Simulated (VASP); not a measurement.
# TaN (P3m1) in VASP: further runs

The runs below take TaN through single point, with PBEsol.

All numbers are computed with VASP 6.6.1; they aren't measurements. Logs are shortened: lines on timing, memory, paths and dates and some standing lists are left out, and cuts for length are marked.

**1. The cell of the first run**

Symmetry: P3m1, No. 156, trigonal system. The conventional cell has a = 3.094 Å, b = 3.094 Å, c = 16.658 Å, α = 90.00°, β = 90.00°, γ = 120.00°. Ta (site symmetry 3m) has 6 N at 2.19 Å within 2.9 Å. Ta (site symmetry 3m) has 6 N at 2.19 Å within 2.9 Å. Within 2.9 Å of Ta (site symmetry 3m) lie 6 N at 2.19 Å. Within 2.9 Å of Ta (site symmetry 3m) lie 6 N at 2.19 Å. Ta (site symmetry 3m) has 6 N at 2.19 Å within 2.9 Å. Ta (site symmetry 3m) has 3 N at 2.19 Å within 2.9 Å. N (site symmetry 3m) has 6 Ta at 2.19 Å within 2.9 Å. Within 2.9 Å of N (site symmetry 3m) lie 6 Ta at 2.19 Å.

**2. Single point, PBEsol (the distance across one plane changed)**

INCAR

```
  PREC = Accurate
  ENCUT = 520
  EDIFF = 1E-7
  ISMEAR = 0
  SIGMA = 0.15
  LREAL = F
  LASPH = T
  NELM = 60
  ALGO = Normal
  ISIF = 2
  LWAVE = F
  LCHARG = F
  GGA = PS
  NBANDS = 60
  KPAR = 4
```

KPOINTS

```
regular mesh
0
Gamma
  22 22 4
```

POSCAR

```
TaN
1.0
    2.1878447038     -2.1878447038      0.0000000000
    2.1878447038      0.0000000000     -2.1878447038
    9.6174042191      9.6174042191      9.6174042191
Ta N
6 6
Direct
    0.6666666667      0.6666666667      0.2654027459
    0.0000000000      0.0000000000      0.1137440339
    0.3333333333      0.3333333333      0.4170614578
    0.6666666667      0.6666666667      0.7203788816
    1.0000000000      1.0000000000      0.5687201697
    0.3333333333      0.3333333333      0.8720375935
    1.0000000000      0.0000000000      0.3412321018
    0.3333333333      0.3333333333      0.1895733899
    0.6666666667      0.6666666667      0.4928908137
    1.0000000000      1.0000000000      0.7962082376
    0.3333333333      0.3333333333      0.6445495257
    0.6666666667      0.6666666667      0.0379146780
```

Potentials or basis: VASP PAW PBE potentials, release 64 (Ta_pv, N).

Command:

```sh
cat potpaw_PBE.64/Ta_pv/POTCAR potpaw_PBE.64/N/POTCAR > POTCAR
mpirun -np 4 vasp_std > vasp.out
```

OUTCAR:

```text
PREC = Accurate
   ENCUT = 520
   EDIFF = 1E-7
   ISMEAR = 0
   LREAL = F
   LASPH = T
   NELM = 60
   ISIF = 2
   GGA = PS

 ion  position               nearest neighbor table
   1  0.667  0.667  0.265-   7 2.19   7 2.19   7 2.19   8 2.19   8 2.19   8 2.19   3 3.09   3 3.09
                             3 3.09   2 3.09   2 3.09   2 3.09
   2  0.000  0.000  0.114-  12 2.19  12 2.19  12 2.19   8 2.19   8 2.19   8 2.19   1 3.09   1 3.09
                             1 3.09
   3  0.333  0.333  0.417-   9 2.19   9 2.19   9 2.19   7 2.19   7 2.19   7 2.19   5 3.09   1 3.09
                             1 3.09   5 3.09   5 3.09   1 3.09
   4  0.667  0.667  0.720-  11 2.19  11 2.19  11 2.19  10 2.19  10 2.19  10 2.19   6 3.09   5 3.09
                             6 3.09   5 3.09   5 3.09   6 3.09
   5  0.000  0.000  0.569-   9 2.19  11 2.19   9 2.19   9 2.19  11 2.19  11 2.19   3 3.09   4 3.09
                             3 3.09   4 3.09   3 3.09   4 3.09
   6  0.333  0.333  0.872-  10 2.19  10 2.19  10 2.19   4 3.09   4 3.09   4 3.09
   7  0.000  0.000  0.341-   1 2.19   1 2.19   1 2.19   3 2.19   3 2.19   3 2.19
   8  0.333  0.333  0.190-   2 2.19   1 2.19   1 2.19   2 2.19   2 2.19   1 2.19
   9  0.667  0.667  0.493-   3 2.19   3 2.19   3 2.19   5 2.19   5 2.19   5 2.19
  10  0.000  0.000  0.796-   6 2.19   6 2.19   6 2.19   4 2.19   4 2.19   4 2.19
  11  0.333  0.333  0.645-   4 2.19   4 2.19   4 2.19   5 2.19   5 2.19   5 2.19
  12  0.667  0.667  0.038-   2 2.19   2 2.19   2 2.19

  LATTYP: Found a hexagonal cell.
 ALAT       =     3.0940796525
 C/A-ratio  =     5.3837763133

  Lattice vectors:

 A1 = (  -2.1878447038,   0.0000000000,   2.1878447038)
 A2 = (   2.1878447038,  -2.1878447038,  -0.0000000000)
 A3 = (   9.6174042191,   9.6174042191,   9.6174042191)

Analysis of symmetry for initial positions (statically):
=====================================================================
 Subroutine PRICEL returns:
 Original cell was already a primitive cell.

 Routine SETGRP: Setting up the symmetry group for a
 hexagonal supercell.

 Subroutine GETGRP returns: Found  6 space group operations
 (whereof  6 operations were pure point group operations)
 out of a pool of 24 trial point group operations.

The static configuration has the point symmetry C_3v.

Analysis of symmetry for dynamics (positions and initial velocities):
=====================================================================
 Subroutine PRICEL returns:
 Original cell was already a primitive cell.

 Routine SETGRP: Setting up the symmetry group for a
 hexagonal supercell.

 Subroutine GETGRP returns: Found  6 space group operations
 (whereof  6 operations were pure point group operations)
 out of a pool of 24 trial point group operations.

The dynamic configuration has the point symmetry C_3v.

 Subroutine INISYM returns: Found  6 space group operations
 (whereof  6 operations are pure point group operations),
 and found     1 'primitive' translations

----------------------------------------------------------------------------------------

                                     Primitive cell

  volume of cell :     138.1059

  direct lattice vectors                    reciprocal lattice vectors
     2.187844704 -2.187844704  0.000000000     0.152356944 -0.304713888  0.152356944
     2.187844704  0.000000000 -2.187844704     0.152356944  0.152356944 -0.304713888
     9.617404219  9.617404219  9.617404219     0.034659387  0.034659387  0.034659387

  length of vectors
     3.094079652  3.094079652 16.657832744     0.373196772  0.373196772  0.060031819

  position of ions in fractional coordinates (direct lattice)
     0.666666667  0.666666667  0.265402746
     0.000000000  0.000000000  0.113744034
     0.333333333  0.333333333  0.417061458
     0.666666667  0.666666667  0.720378882
     0.000000000  0.000000000  0.568720170
     0.333333333  0.333333333  0.872037593
     0.000000000  0.000000000  0.341232102
     0.333333333  0.333333333  0.189573390
     0.666666667  0.666666667  0.492890814
     0.000000000  0.000000000  0.796208238
     0.333333333  0.333333333  0.644549526
     0.666666667  0.666666667  0.037914678

  ion indices of the primitive-cell ions
   primitive index   ion index
                 1           1
                 2           2
                 3           3
                 4           4
                 5           5
                 6           6
                 7           7
                 8           8
                 9           9
                10          10
                11          11
                12          12

----------------------------------------------------------------------------------------

 KPOINTS: regular mesh

Automatic generation of k-mesh.
 Grid dimensions read from file:
 generate k-points for:   22   22    4

 Generating k-lattice:

  Cartesian coordinates                     Fractional coordinates (reciprocal lattice)
     0.006925316 -0.013850631  0.006925316     0.045454545  0.000000000  0.000000000
     0.006925316  0.006925316 -0.013850631     0.000000000  0.045454545  0.000000000
     0.008664847  0.008664847  0.008664847     0.000000000  0.000000000  0.250000000

  Length of vectors
     0.016963490  0.016963490  0.015007955

  Shift w.r.t. Gamma in fractional coordinates (k-lattice)
     0.000000000  0.000000000  0.000000000

 Subroutine IBZKPT returns following result:
 ===========================================

 Found    196 irreducible k-points:

 Following reciprocal coordinates:
            Coordinates               Weight
  0.000000  0.000000  0.000000      1.000000
  0.045455  0.000000  0.000000      6.000000
  0.090909  0.000000  0.000000      6.000000
  0.136364  0.000000  0.000000      6.000000
  0.181818  0.000000  0.000000      6.000000
  0.227273  0.000000  0.000000      6.000000
[... 16 lines left out ...]
  0.181818  0.090909 -0.000000      6.000000
  0.227273  0.090909  0.000000     12.000000
 [... further k-points ...]
   k-points           NKPTS =    196   k-points in BZ     NKDIM =    196   number of bands    NBANDS=     60
   number of dos      NEDOS =    301   number of ions     NIONS =     12
   total plane-waves  NPLWV =  72576
   dimension x,y,z NGX =    24 NGY =   24 NGZ =  126
   dimension x,y,z NGXF=    48 NGYF=   48 NGZF=  252
   ions per type =               6   6
   NGX,Y,Z   is equivalent  to a cutoff of  12.90, 12.90, 12.57 a.u.
   NGXF,Y,Z  is equivalent  to a cutoff of  25.79, 25.79, 25.15 a.u.
 SYSTEM =  unknown system
   PREC   = accura    normal or accurate (medium, high low for compatibility)
   ISTART =      0    job   : 0-new  1-cont  2-samecut
   ICHARG =      2    charge: 1-file 2-atom 10-const
   ISPIN  =      1    spin polarized calculation?
   LNONCOLLINEAR =      F non collinear calculations
   LSORBIT =      F    spin-orbit coupling
   LASPH  =      T    aspherical Exc in radial PAW
   ENCUT  =  520.0 eV  38.22 Ry    6.18 a.u.   5.75  5.75 30.97*2*pi/ulx,y,z
   NELM   =     60;   NELMIN=  2; NELMDL= -5     # of ELM steps
   EDIFF  = 0.1E-06   stopping-criterion for ELM
   LREAL  =      F    real-space projection
   EDIFFG = 0.1E-05   stopping-criterion for IOM
   NSW    =      0    number of steps for IOM
   IBRION =     -1    ionic relax: 0-MD 1-quasi-New 2-CG
   NFREE  =      0    steps in history (QN), initial steepest desc. (CG)
   ISIF   =      2    stress and relaxation
   ISYM   =      2    0-nonsym 1-usesym 2-fastsym
   POTIM  = 0.5000    time-step for ionic-motion
   TEBEG  =    0.0;   TEEND  =   0.0 temperature during run
   PSTRESS=    0.0 pullay stress
   NELECT =      96.0000    total number of electrons
   NUPDOWN=      -1.0000    fix difference up-down
   EMIN   =  10.00;   EMAX   =-10.00  energy-range for DOS
   EFERMI =   0.00;   METHOD = LEGACY
   ISMEAR =     0;   SIGMA  =   0.15  broadening in eV -4-tet -1-fermi 0-gaus
   EFERMI_NEDOS =   21; number of points for ismear=-14 and -15
   IALGO  =     38    algorithm
   IMIX   =      4    mixing-type and parameters
     AMIX     =   0.40;   BMIX     =  1.00
     AMIX_MAG =   1.60;   BMIX_MAG =  1.00
  volume/ion in A,a.u.               =      11.51        77.67
  Fermi-wavevector in a.u.,A,eV,Ry     =   1.450200  2.740480 28.614137  2.103080
  Thomas-Fermi vector in A             =   2.567839
   LORBIT       =      0    0 simple, 1 ext, 2 COOP (PROOUT), +10 PAW based schemes
   GGA     = PS    functional components
   LHFCALC =     F    Hartree Fock is set to
   AEXX    =    0.0000 exact exchange contribution
   IVDW    =     0    specifies the selected vdW correction
   LEPSILON=     F    determine dielectric tensor
   LRPA    =     F    only Hartree local field effects (RPA)
 non-spin polarized calculation
 Gauss-broadening in eV      SIGMA  =   0.15
  energy-cutoff  :      520.00
  volume of cell :      138.11
 maximum number of plane-waves:      3756
   NGX = 11   NGY = 11   NGZ = 61

 number of electron      95.9999999 magnetization

 Free energy of the ion-electron system (eV)
  ---------------------------------------------------
  ext. energy  EPLUGINS =         0.00000000
  ---------------------------------------------------
  free energy    TOTEN  =      -136.77049181 eV

  energy without entropy =     -136.70874933  energy(sigma->0) =     -136.73962057

 E-fermi :   8.0367     XC(G=0): -13.0335

 val. band max:        8.0355146907   @ k =   0.0000   0.0000   0.0000
 cond. band min:       8.0374955016   @ k =   0.5000   0.2273  -0.0000
 fundamental gap:      0.0019808109
 Fermi energy:         8.0366731307

 k-point     1 :       0.0000    0.0000    0.0000
  band No.  band energies     occupation
      1     -28.4837      2.00000
      2     -28.3127      2.00000
      3     -28.0376      2.00000
      4     -27.8203      2.00000
      5     -27.8203      2.00000
      6     -27.7639      2.00000
[... 52 lines left out ...]
     59       9.3932      0.00000
     60       9.4242      0.00000

 k-point     2 :       0.0455    0.0000    0.0000
  band No.  band energies     occupation
      1     -28.4778      2.00000
      2     -28.3089      2.00000
      3     -28.0380      2.00000
      4     -27.8379      2.00000
      5     -27.8237      2.00000
      6     -27.7636      2.00000
[... 1383 lines left out ...]
      4     -28.0256      2.00000
      5     -27.9000      2.00000
      6     -27.8933      2.00000
[... 52 lines left out ...]
     59       9.9408      0.00000
     60       9.9969      0.00000

 [... further k-points ...]
[... 5 lines left out ...]
  --------------------------------------------------------------------------------------
  -------------------------------------------------------------------------------------
  Total       -5.5528461     -5.5528461     -5.5528461     -1.1225620     -1.1225620     -1.1225620
  in kB      -64.4190193    -64.4190193    -64.4190193    -13.0229326    -13.0229326    -13.0229326
  external PRESSURE =     -64.4190193 kB  Pullay stress =       0.0000000 kB

 VOLUME and BASIS-vectors are now :
 -----------------------------------------------------------------------------
  energy-cutoff  :      520.00
  volume of cell :      138.11
      direct lattice vectors                 reciprocal lattice vectors
     2.187844704 -2.187844704  0.000000000     0.152356944 -0.304713888  0.152356944
     2.187844704  0.000000000 -2.187844704     0.152356944  0.152356944 -0.304713888
     9.617404219  9.617404219  9.617404219     0.034659387  0.034659387  0.034659387

 POSITION                                       TOTAL-FORCE (eV/Angst)
 -----------------------------------------------------------------------------------
      5.46961      1.09392      1.09392        -0.308367     -0.308367     -0.308367
      1.09392      1.09392      1.09392        -2.006284     -2.006284     -2.006284
      5.46961      3.28177      3.28177        -0.053716     -0.053716     -0.053716
      9.84530      5.46961      5.46961        -0.024888     -0.024888     -0.024888
      5.46961      5.46961      5.46961         0.110813      0.110813      0.110813
      9.84530      7.65746      7.65746         0.153854      0.153854      0.153854
      3.28177      3.28177      3.28177         0.136272      0.136272      0.136272
      3.28177      1.09392      1.09392         0.092357      0.092357      0.092357
      7.65746      3.28177      3.28177        -0.037193     -0.037193     -0.037193
      7.65746      7.65746      7.65746         0.292714      0.292714      0.292714
      7.65746      5.46961      5.46961         0.190042      0.190042      0.190042
      3.28177     -1.09392     -1.09392         1.454397      1.454397      1.454397
 -----------------------------------------------------------------------------------
    total drift:                               -0.000217     -0.000217     -0.000217

  FREE ENERGIE OF THE ION-ELECTRON SYSTEM (eV)
  ---------------------------------------------------
  free  energy   TOTEN  =      -136.7704918144 eV

  energy  without entropy=     -136.7087493280  energy(sigma->0) =     -136.73962057
```

It took 9 min on 4 MPI ranks of Intel Xeon Platinum 8259CL at 2.50GHz (Skylake/Cascade Lake), shared host; peak memory 1.1 GiB.

Results:

```yaml
Free_energy: -136.7705 eV
Pressure: -6.4 GPa
Largest_force: 3.475 eV/Å
Band_gap_on_the_k_mesh: zero (bands 48 and 49 overlap by 1.69 eV)
```

Forces in eV/Å, atoms in the order of the input:
```
Ta  -0.308 -0.308 -0.308
Ta  -2.006 -2.006 -2.006
Ta  -0.054 -0.054 -0.054
Ta  -0.025 -0.025 -0.025
Ta   0.111  0.111  0.111
Ta   0.154  0.154  0.154
N    0.136  0.136  0.136
N    0.092  0.092  0.092
N   -0.037 -0.037 -0.037
N    0.293  0.293  0.293
N    0.190  0.190  0.190
N    1.454  1.454  1.454
```

Stress tensor (GPa, compression positive):
```
-6.44 -1.30 -1.30
-1.30 -6.44 -1.30
-1.30 -1.30 -6.44
```

Caveat: the cell differs from its parent crystal (the distance across one plane changed); the cell stands under tension; the PAW data sets were made with another functional, which shifts forces and pressure a little; spin-orbit coupling is left out, which moves the levels of the heavy elements.

(Part 1 of 2 ends here.)
